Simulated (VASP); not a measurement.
AlHg, 2 atoms in the cell. The structure is cubic, space group F-43m (No. 216). The conventional cell has a = 6.137 Å, b = 6.137 Å, c = 6.137 Å, α = 90.00°, β = 90.00°, γ = 90.00°. Within 3.5 Å of Al (site symmetry -43m) lie 4 Hg at 2.66 Å. Hg (site symmetry -43m) has 4 Al at 2.66 Å within 3.5 Å. 

| Property | Result |
| --- | --- |
| Program | VASP 6.6.1 |
| Task | single point |
| Functional | PBE |
| Potentials or basis | VASP PAW PBE potentials, release 64 (Al, Hg) |
| Cutoff | 520 eV |
| k mesh | 16 × 16 × 16 |
| Occupations | gaussian, width 0.1 eV |
| Spin | no spin polarisation |
| Dipole correction | no |
| Further INCAR settings | ALGO = Normal; EDIFF = 1e-07; NBANDS = 14 |

Potentials or basis: VASP PAW PBE potentials, release 64 (Al, Hg).

Launch:

```bash
$ cat potpaw_PBE.64/Al/POTCAR potpaw_PBE.64/Hg/POTCAR > POTCAR
$ mpirun -np 1 vasp_std > vasp.out
```

Hardware: 1 thread of Intel(R) Xeon(R) 6975P-C (Granite Rapids), on a shared host.

Question: How long does it take, and how much memory?

Answer: It took 27 s on 1 thread of Intel(R) Xeon(R) 6975P-C (Granite Rapids), with other jobs on the host, peak memory 0.26 GiB. Counts: scf iterations 12, k points 145.
